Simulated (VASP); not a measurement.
# SiC (R3m) in VASP: notebook

Runs on SiC. Level: PBE. Tasks: single point.

Program: VASP 6.6.1. These are calculated values, not measurements. Logs are shortened: lines on timing, memory, paths and dates and some standing lists are left out, and cuts for length are marked.

### Step 1. The cell of the first run

Symmetry: R3m, No. 160, trigonal system. Conventional cell: a = 2.941 Å, b = 2.941 Å, c = 7.806 Å, α = 90.00°, β = 90.00°, γ = 120.00°. Within 2.4 Å of Si (site symmetry 3m) lie 4 C at 1.82 to 1.95 Å. Within 2.4 Å of C (site symmetry 3m) lie 4 Si at 1.82 to 1.95 Å.

### Step 2. Single point, PBE

The input, INCAR:

```
  PREC = Accurate
  ENCUT = 520
  EDIFF = 1E-7
  ISMEAR = 0
  SIGMA = 0.05
  LREAL = False
  LASPH = True
  NELM = 80
  ALGO = Normal
  ISIF = 2
  LWAVE = False
  LCHARG = False
  GGA = PE
  NBANDS = 11
```

The input, KPOINTS:

```
Automatic mesh
0
Gamma
  12 12 12
```

The input, POSCAR:

```
SiC
1.0
    0.0000000000      2.0796215506      2.0796215506
    2.0796215506      0.0000000000      2.0796215506
    2.1953871502      2.1953871502     -0.1157655996
Si C
1 1
Direct
    0.0000000000      0.0000000000      0.0000000000
    0.7500000000      0.7500000000      0.7500000000
```

Potentials or basis: VASP PAW PBE potentials, release 64 (Si, C).

On the command line:

```console
$ cat potpaw_PBE.64/Si/POTCAR potpaw_PBE.64/C/POTCAR > POTCAR
$ mpirun -np 1 vasp_std > vasp.out
```

OUTCAR:

```text
PREC = Accurate
   ENCUT = 520
   EDIFF = 1E-7
   ISMEAR = 0
   LREAL = False
   LASPH = True
   NELM = 80
   ISIF = 2
   GGA = PE

 ion  position               nearest neighbor table
   1  0.000  0.000  0.000-   2 1.82   2 1.82   2 1.82   2 1.95
   2  0.750  0.750  0.750-   1 1.82   1 1.82   1 1.82   1 1.95

  LATTYP: Found a trigonal (rhomboedric) cell.
 ALAT       =     3.1069037888
 COS(alpha) =     0.5519638990

  Lattice vectors:

 A1 = (   2.1953871502,   0.1157655996,  -2.1953871502)
 A2 = (   0.1157655996,   2.1953871502,  -2.1953871502)
 A3 = (   2.1953871502,   2.1953871502,  -0.1157655996)

Analysis of symmetry for initial positions (statically):
=====================================================================
 Subroutine PRICEL returns:
 Original cell was already a primitive cell.

 Routine SETGRP: Setting up the symmetry group for a
 trigonal (rhombohedral) supercell.

 Subroutine GETGRP returns: Found  6 space group operations
 (whereof  6 operations were pure point group operations)
 out of a pool of 12 trial point group operations.

The static configuration has the point symmetry C_3v.

Analysis of symmetry for dynamics (positions and initial velocities):
=====================================================================
 Subroutine PRICEL returns:
 Original cell was already a primitive cell.

 Routine SETGRP: Setting up the symmetry group for a
 trigonal (rhombohedral) supercell.

 Subroutine GETGRP returns: Found  6 space group operations
 (whereof  6 operations were pure point group operations)
 out of a pool of 12 trial point group operations.

The dynamic configuration has the point symmetry C_3v.

 Subroutine INISYM returns: Found  6 space group operations
 (whereof  6 operations are pure point group operations),
 and found     1 'primitive' translations

----------------------------------------------------------------------------------------

                                     Primitive cell

  volume of cell :      19.4900

  direct lattice vectors                    reciprocal lattice vectors
     0.000000000  2.079621551  2.079621551    -0.234252151  0.246604570  0.234252151
     2.079621551  0.000000000  2.079621551     0.246604570 -0.234252151  0.234252151
     2.195387150  2.195387150 -0.115765600     0.221899733  0.221899733 -0.221899733

  length of vectors
     2.941029001  2.941029001  3.106903789     0.412991470  0.412991470  0.384341612

  position of ions in fractional coordinates (direct lattice)
     0.000000000  0.000000000  0.000000000
     0.750000000  0.750000000  0.750000000

  ion indices of the primitive-cell ions
   primitive index   ion index
                 1           1
                 2           2

----------------------------------------------------------------------------------------

 KPOINTS: Automatic mesh

Automatic generation of k-mesh.
 Grid dimensions read from file:
 generate k-points for:   12   12   12

 Generating k-lattice:

  Cartesian coordinates                     Fractional coordinates (reciprocal lattice)
    -0.019521013  0.020550381  0.019521013     0.083333333  0.000000000  0.000000000
     0.020550381 -0.019521013  0.019521013     0.000000000  0.083333333  0.000000000
     0.018491644  0.018491644 -0.018491644     0.000000000  0.000000000  0.083333333

  Length of vectors
     0.034415956  0.034415956  0.032028468

  Shift w.r.t. Gamma in fractional coordinates (k-lattice)
     0.000000000  0.000000000  0.000000000

 Subroutine IBZKPT returns following result:
 ===========================================

 Found    189 irreducible k-points:

 Following reciprocal coordinates:
            Coordinates               Weight
  0.000000  0.000000  0.000000      1.000000
  0.083333  0.000000 -0.000000      6.000000
  0.166667  0.000000 -0.000000      6.000000
  0.250000  0.000000  0.000000      6.000000
  0.333333  0.000000 -0.000000      6.000000
  0.416667  0.000000 -0.000000      6.000000
[... 16 lines left out ...]
  0.500000  0.166667  0.000000     12.000000
 -0.416667  0.166667  0.000000     12.000000
 [... further k-points ...]
   k-points           NKPTS =    189   k-points in BZ     NKDIM =    189   number of bands    NBANDS=     11
   number of dos      NEDOS =    301   number of ions     NIONS =      2
   total plane-waves  NPLWV =  13824
   dimension x,y,z NGX =    24 NGY =   24 NGZ =   24
   dimension x,y,z NGXF=    48 NGYF=   48 NGZF=   48
   ions per type =               1   1
   NGX,Y,Z   is equivalent  to a cutoff of  13.57, 13.57, 12.84 a.u.
   NGXF,Y,Z  is equivalent  to a cutoff of  27.13, 27.13, 25.68 a.u.
 SYSTEM =  unknown system
   PREC   = accura    normal or accurate (medium, high low for compatibility)
   ISTART =      0    job   : 0-new  1-cont  2-samecut
   ICHARG =      2    charge: 1-file 2-atom 10-const
   ISPIN  =      1    spin polarized calculation?
   LNONCOLLINEAR =      F non collinear calculations
   LSORBIT =      F    spin-orbit coupling
[... 32 lines left out ...]
   LEPSILON=     F    determine dielectric tensor
   LRPA    =     F    only Hartree local field effects (RPA)
 non-spin polarized calculation
 Gauss-broadening in eV      SIGMA  =   0.05
  energy-cutoff  :      520.00
  volume of cell :       19.49
 maximum number of plane-waves:       543
 NGX is ok and might be reduce to    24

 number of electron       7.9999999 magnetization

 Free energy of the ion-electron system (eV)
  ---------------------------------------------------
  ext. energy  EPLUGINS =         0.00000000
  ---------------------------------------------------
  free energy    TOTEN  =       -14.81824072 eV

  energy without entropy =      -14.81824072  energy(sigma->0) =      -14.81824072

 E-fermi :   9.2586     XC(G=0): -11.6173

 val. band max:        8.9915203770   @ k =   0.0000   0.0000   0.0000
 cond. band min:       9.9896851670   @ k =   0.5000   0.5000   0.0000
 fundamental gap:      0.9981647900
 Fermi energy:         9.2586375136

 k-point     1 :       0.0000    0.0000    0.0000
  band No.  band energies     occupation
      1      -7.1076      2.00000
      2       8.3674      2.00000
      3       8.9915      2.00000
      4       8.9915      2.00000
      5      13.9623      0.00000
      6      17.1236      0.00000
      7      17.2137      0.00000
      8      17.2137      0.00000
      9      23.7246      0.00000
     10      23.7246      0.00000
     11      25.8698      0.00000

 k-point     2 :       0.0833    0.0000   -0.0000
  band No.  band energies     occupation
      1      -6.9592      2.00000
      2       8.0993      2.00000
      3       8.4754      2.00000
      4       8.8723      2.00000
      5      14.1516      0.00000
      6      16.9668      0.00000
      7      17.4063      0.00000
      8      17.6573      0.00000
      9      22.6361      0.00000
     10      23.0289      0.00000
     11      25.8350      0.00000

 k-point     3 :       0.1667    0.0000   -0.0000
  band No.  band energies     occupation
      1      -6.5178      2.00000
      2       6.5828      2.00000
      3       8.1324      2.00000
      4       8.5772      2.00000
      5      14.4681      0.00000
      6      16.7247      0.00000
      7      17.7216      0.00000
      8      18.5012      0.00000
      9      21.5164      0.00000
     10      22.3781      0.00000
     11      25.0102      0.00000

 k-point     4 :       0.2500    0.0000    0.0000
  band No.  band energies     occupation
      1      -5.7973      2.00000
      2       4.6041      2.00000
      3       7.8771      2.00000
      4       8.2297      2.00000
      5      14.5339      0.00000
      6      16.5144      0.00000
      7      17.6285      0.00000
      8      19.0012      0.00000
      9      21.5135      0.00000
     10      22.8605      0.00000
     11      24.6192      0.00000
[... 239 lines left out ...]
 k-point    22 :       0.4167    0.1667   -0.0000
  band No.  band energies     occupation
      1      -4.0600      2.00000
      2       2.4056      2.00000
      3       6.3300      2.00000
      4       6.6161      2.00000
      5      13.3854      0.00000
      6      16.9338      0.00000
      7      18.2807      0.00000
      8      19.6378      0.00000
      9      22.5987      0.00000
     10      26.1606      0.00000
     11      27.8902      0.00000

 k-point    23 :       0.5000    0.1667    0.0000
  band No.  band energies     occupation
      1      -3.0364      2.00000
      2       0.9087      2.00000
      3       5.8791      2.00000
      4       6.7339      2.00000
      5      13.4151      0.00000
      6      16.6166      0.00000
      7      17.8830      0.00000
      8      20.6146      0.00000
      9      23.3595      0.00000
     10      26.4440      0.00000
     11      27.8412      0.00000

 k-point    24 :      -0.4167    0.1667    0.0000
  band No.  band energies     occupation
      1      -2.7442      2.00000
      2       0.5277      2.00000
      3       5.5935      2.00000
      4       7.0360      2.00000
      5      13.7521      0.00000
      6      16.2772      0.00000
      7      17.6073      0.00000
      8      20.5795      0.00000
      9      24.0536      0.00000
     10      25.1366      0.00000
     11      27.9929      0.00000

 [... further k-points ...]
[... 5 lines left out ...]
  --------------------------------------------------------------------------------------
  -------------------------------------------------------------------------------------
  Total        2.4839921      2.4839921      2.4839921     -1.9706151      1.9706151      1.9706151
  in kB      204.1968072    204.1968072    204.1968072   -161.9946076    161.9946076    161.9946076
  external PRESSURE =     204.1968072 kB  Pullay stress =       0.0000000 kB

 VOLUME and BASIS-vectors are now :
 -----------------------------------------------------------------------------
  energy-cutoff  :      520.00
  volume of cell :       19.49
      direct lattice vectors                 reciprocal lattice vectors
     0.000000000  2.079621551  2.079621551    -0.234252151  0.246604570  0.234252151
     2.079621551  0.000000000  2.079621551     0.246604570 -0.234252151  0.234252151
     2.195387150  2.195387150 -0.115765600     0.221899733  0.221899733 -0.221899733

 POSITION                                       TOTAL-FORCE (eV/Angst)
 -----------------------------------------------------------------------------------
      0.00000      0.00000      0.00000         0.442419      0.442419     -0.442419
      3.20626      3.20626      3.03261        -0.442419     -0.442419      0.442419
 -----------------------------------------------------------------------------------
    total drift:                               -0.000008     -0.000008      0.000008

  FREE ENERGIE OF THE ION-ELECTRON SYSTEM (eV)
  ---------------------------------------------------
  free  energy   TOTEN  =       -14.8182407180 eV

  energy  without entropy=      -14.8182407180  energy(sigma->0) =      -14.81824072
```

Wall time 23 s (1 thread of Intel Xeon 6975P-C (Granite Rapids), shared host); peak memory 0.16 GiB.

Results:

```yaml
Free_energy: -14.8182 eV
Pressure: 20.4 GPa
Largest_force: 0.766 eV/Å
Band_gap_on_the_k_mesh: 1.00 eV, indirect (least direct gap 4.05 eV)
```

Forces in eV/Å, atoms in the order of the input:
```
Si   0.442  0.442 -0.442
C   -0.442 -0.442  0.442
```

Levels at points of the mesh, in eV from the valence-band top:
```csv
k point,band 2,band 3,band 4,band 5,band 6,band 7
"(0.00, 0.00, 0.00)",-0.62,0.00,0.00,4.97,8.13,8.22
"(0.50, 0.00, 0.00)",-9.02,-1.47,-1.33,5.15,6.65,7.68
"(0.50, 0.50, 0.00)",-8.18,-3.88,-3.06,1.00,4.49,13.94
"(0.00, 0.00, 0.50)",-9.20,-0.78,-0.78,7.02,8.01,8.01
```

### Step 3. Single point, PBE

This run uses another cell than the first one, of the same volume but with other edges.

The input, INCAR:

```
PREC = Accurate ; ENCUT = 520
EDIFF = 1E-7 ; ISMEAR = 0
SIGMA = 0.05 ; LREAL = F
LASPH = T ; NELM = 60
ALGO = Normal ; ISIF = 2
LWAVE = F ; LCHARG = F
GGA = PE ; NBANDS = 11
```

The input, KPOINTS:

```
regular mesh
0
Gamma
  12 12 12
```

The input, POSCAR:

```
SiC
1.0
    0.0000000000      2.1937815557      2.1937815557
    2.1937815557      0.0000000000      2.1937815557
    2.0811674358      2.0811674358      0.1126141199
Si C
1 1
Direct
    0.0000000000      0.0000000000      0.0000000000
    0.7500000000      0.7500000000      0.7500000000
```

Potentials or basis: VASP PAW PBE potentials, release 64 (Si, C).

On the command line:

```console
$ cat potpaw_PBE.64/Si/POTCAR potpaw_PBE.64/C/POTCAR > POTCAR
$ mpirun -np 1 vasp_std > vasp.out
```

Wall time 23 s (1 thread of Intel Xeon 6975P-C (Granite Rapids), shared host); peak memory 0.15 GiB.

The run converged. Its results:

```
Free energy            : -14.8046 eV
Pressure               : 20.6 GPa
Largest force          : 1.484 eV/Å
Band gap on the k mesh : 0.92 eV, indirect (least direct gap 3.98 eV)
```

Forces in eV/Å, atoms in the order of the input:
```
Si  -0.857 -0.857  0.857
C    0.857  0.857 -0.857
```

Stress tensor (GPa, compression positive):
```
 20.64  18.32 -18.32
 18.32  20.64 -18.32
-18.32 -18.32  20.64
```

Levels at points of the mesh, in eV from the valence-band top:
```csv
k point,band 1,band 2,band 3,band 4,band 5,band 6,band 7,band 8
"(0.00, 0.00, 0.00)",-16.16,-0.42,-0.42,0.00,5.89,6.85,6.85,9.68
"(0.50, 0.00, 0.00)",-12.58,-9.19,-1.19,-1.11,5.96,6.88,8.16,10.36
"(0.50, 0.50, 0.00)",-10.87,-8.23,-4.01,-3.06,0.92,4.45,13.86,14.39
"(0.00, 0.00, 0.50)",-11.72,-8.92,-1.81,-1.81,4.56,6.50,6.50,9.63
```

Caveat: forces of over 1 eV/Å act on the atoms, so gaps and moduli don't describe the material at rest.

### Step 4. Single point, PBE

This run uses another cell than the first one, of 9.49 Å³/atom, 0.974 times its volume.

The input, INCAR:

```
SYSTEM = SiC
ALGO = Normal
EDIFF = 1E-6
ENCUT = 520
GGA = PE
ISIF = 2
ISMEAR = 0
LASPH = .TRUE.
LCHARG = .FALSE.
LREAL = .FALSE.
LWAVE = .FALSE.
NBANDS = 11
NELM = 80
PREC = Accurate
SIGMA = 0.05
```

The input, KPOINTS:

```
k-points
0
G
  12 12 12
  0 0 0
```

The input, POSCAR:

```
SiC
1.0
    0.0000000000      2.0615388414      2.0615388414
    2.0615388414      0.0000000000      2.0615388414
    2.1762978369      2.1762978369     -0.1147589955
Si C
1 1
Direct
    0.0000000000      0.0000000000      0.0000000000
    0.7500000000      0.7500000000      0.7500000000
```

On the command line:

```console
$ cat potpaw_PBE.64/Si/POTCAR potpaw_PBE.64/C/POTCAR > POTCAR
$ mpirun -np 1 vasp_std > vasp.out
```

It took 36 s on 1 thread of AMD EPYC 7R43 (Zen 3), shared host; peak memory 0.12 GiB.

The run converged. Its results:

- Free energy: -14.7418 eV
- Pressure: 28.2 GPa
- Largest force: 0.903 eV/Å
- Band gap on the k mesh: 0.96 eV, indirect (least direct gap 4.06 eV)

Forces on the atoms (eV/Å):
```
Si   0.521  0.521 -0.521
C   -0.521 -0.521  0.521
```

Stress tensor (GPa, compression positive):
```
 28.25 -17.33  17.33
-17.33  28.25  17.33
 17.33  17.33  28.25
```

Levels at points of the mesh, in eV from the valence-band top:
| k point | band 1 | band 2 | band 3 | band 4 | band 5 | band 6 | band 7 | band 8 | band 9 |
| --- | --- | --- | --- | --- | --- | --- | --- | --- | --- |
| (0.00, 0.00, 0.00) | -16.32 | -0.65 | 0.00 | 0.00 | 5.16 | 8.40 | 8.43 | 8.43 | 14.89 |
| (0.50, 0.00, 0.00) | -12.20 | -9.17 | -1.50 | -1.34 | 5.36 | 6.76 | 7.79 | 10.22 | 16.20 |
| (0.50, 0.50, 0.00) | -10.90 | -8.28 | -3.95 | -3.10 | 0.96 | 4.58 | 14.26 | 14.62 | 16.32 |
| (0.00, 0.00, 0.50) | -13.08 | -9.37 | -0.78 | -0.78 | 7.27 | 8.13 | 8.13 | 10.67 | 16.76 |

A k mesh can miss the band edges. A hybrid or GW would open this gap; PBE tends to underestimate it.

### Step 5. Single point, PBE

This run uses another cell than the first one, of 9.49 Å³/atom, 0.974 times its volume.

The input, INCAR:

```
PREC = Accurate
ENCUT = 520
EDIFF = 1E-6
ISMEAR = 0
SIGMA = 0.05
LREAL = False
LASPH = True
NELM = 100
ALGO = Normal
ISIF = 2
LWAVE = False
LCHARG = False
GGA = PE
NBANDS = 11
```

The input, KPOINTS:

```
regular mesh
0
Gamma
  12 12 12
```

The input, POSCAR:

```
SiC
1.0
    0.0000000000      2.1747062033      2.1747062033
    2.1747062033      0.0000000000      2.1747062033
    2.0630712848      2.0630712848      0.1116349184
Si C
1 1
Direct
    0.0000000000      0.0000000000      0.0000000000
    0.7500000000      0.7500000000      0.7500000000
```

On the command line:

```console
$ cat potpaw_PBE.64/Si/POTCAR potpaw_PBE.64/C/POTCAR > POTCAR
$ mpirun -np 1 vasp_std > vasp.out
```

Wall time 35 s (1 thread of AMD EPYC 7R43 (Zen 3), shared host); peak memory 0.12 GiB.

It converged, with:

- Free energy: -14.7275 eV
- Pressure: 28.5 GPa
- Largest force: 1.652 eV/Å
- Band gap on the k mesh: 0.88 eV, indirect (least direct gap 3.99 eV)

Forces on the atoms (eV/Å):
```
Si  -0.954 -0.954  0.954
C    0.954  0.954 -0.954
```

Stress tensor (GPa, compression positive):
```
 28.48  19.62 -19.62
 19.62  28.48 -19.62
-19.62 -19.62  28.48
```

Levels at points of the mesh, in eV from the valence-band top:
```tsv
k point	band 2	band 3	band 4	band 5	band 6	band 7
(0.00, 0.00, 0.00)	-0.45	-0.45	0.00	6.14	7.01	7.01
(0.50, 0.00, 0.00)	-9.37	-1.22	-1.12	6.19	6.97	8.28
(0.50, 0.50, 0.00)	-8.34	-4.09	-3.11	0.88	4.53	14.16
(0.00, 0.00, 0.50)	-9.07	-1.85	-1.85	4.77	6.57	6.57
```

Caveat: forces of over 1 eV/Å act on the atoms, so gaps and moduli don't describe the material at rest. A k mesh can miss the band edges.

### Step 6. Single point, PBE

This run uses another cell than the first one, of 11.51 Å³/atom, 1.181 times its volume.

The input, INCAR:

```
SYSTEM = SiC
ALGO = Normal ; EDIFF = 1E-7
ENCUT = 520 ; GGA = PE
ISIF = 2 ; ISMEAR = 0
LASPH = .TRUE. ; LCHARG = .FALSE.
LREAL = .FALSE. ; LWAVE = .FALSE.
NBANDS = 11 ; NELM = 80
PREC = Accurate ; SIGMA = 0.05
```

The input, KPOINTS:

```
k-points
0
G
  12 12 12
  0 0 0
```

The input, POSCAR:

```
SiC
1.0
    0.0000000000      2.3189490540      2.3189490540
    2.3189490540      0.0000000000      2.3189490540
    2.1999096692      2.1999096692      0.1190393848
Si C
1 1
Direct
    0.0000000000      0.0000000000      0.0000000000
    0.7500000000      0.7500000000      0.7500000000
```

Potentials or basis: VASP PAW PBE potentials, release 64 (Si, C).

On the command line:

```console
$ cat potpaw_PBE.64/Si/POTCAR potpaw_PBE.64/C/POTCAR > POTCAR
$ mpirun -np 1 vasp_std > vasp.out
```

Run time: 14 s. Hardware: 1 thread of Intel Xeon Platinum 8559C (Emerald Rapids), shared host; peak memory 0.16 GiB.

Results (log left out):

```yaml
Free_energy: -14.8196 eV
Pressure: -14.6 GPa
Largest_force: 0.604 eV/Å
Band_gap_on_the_k_mesh: 1.18 eV, indirect (least direct gap 3.90 eV)
```

Forces in eV/Å, atoms in the order of the input:
```
Si  -0.349 -0.349  0.349
C    0.349  0.349 -0.349
```

Stress tensor (GPa, compression positive):
```
-14.58  11.62 -11.62
 11.62 -14.58 -11.62
-11.62 -11.62 -14.58
```

Levels at points of the mesh, in eV from the valence-band top:
| k point | band 2 | band 3 | band 4 | band 5 | band 6 | band 7 |
| --- | --- | --- | --- | --- | --- | --- |
| (0.00, 0.00, 0.00) | -0.26 | -0.26 | 0.00 | 4.30 | 5.92 | 5.92 |
| (0.50, 0.00, 0.00) | -8.16 | -1.03 | -1.02 | 4.58 | 6.33 | 7.43 |
| (0.50, 0.50, 0.00) | -7.61 | -3.50 | -2.72 | 1.18 | 3.97 | 12.06 |
| (0.00, 0.00, 0.50) | -8.02 | -1.59 | -1.59 | 3.32 | 6.08 | 6.08 |

### Step 7. Summary

```tsv
cell	gap on the mesh (eV)	pressure (GPa)	largest force (eV/Å)
a = 2.941, b = 2.941, c = 3.107 Å, angles 61.8, 61.8, 60.0°, 2 atoms	1.00	20.4	0.77
a = 3.102, b = 3.102, c = 2.945 Å, angles 58.2, 58.2, 60.0°, 2 atoms	0.92	20.6	1.48
a = 2.915, b = 2.915, c = 3.080 Å, angles 61.8, 61.8, 60.0°, 2 atoms	0.96	28.2	0.90
a = 3.075, b = 3.075, c = 2.920 Å, angles 58.2, 58.2, 60.0°, 2 atoms	0.88	28.5	1.65
a = 3.279, b = 3.279, c = 3.113 Å, angles 58.2, 58.2, 60.0°, 2 atoms	1.18	-14.6	0.60
```

Alike in all rows: task single point; level PBE; potentials or basis VASP PAW PBE potentials, release 64 (Si, C); no spin polarisation; k mesh 12 × 12 × 12; cutoff (eV) 520; smearing gaussian 0.05 eV.

Caveats: forces of over 1 eV/Å act on the atoms, so gaps and moduli don't describe the material at rest (some runs).

Total energies depend on the potentials used, so only differences within one code and one set of settings carry meaning.
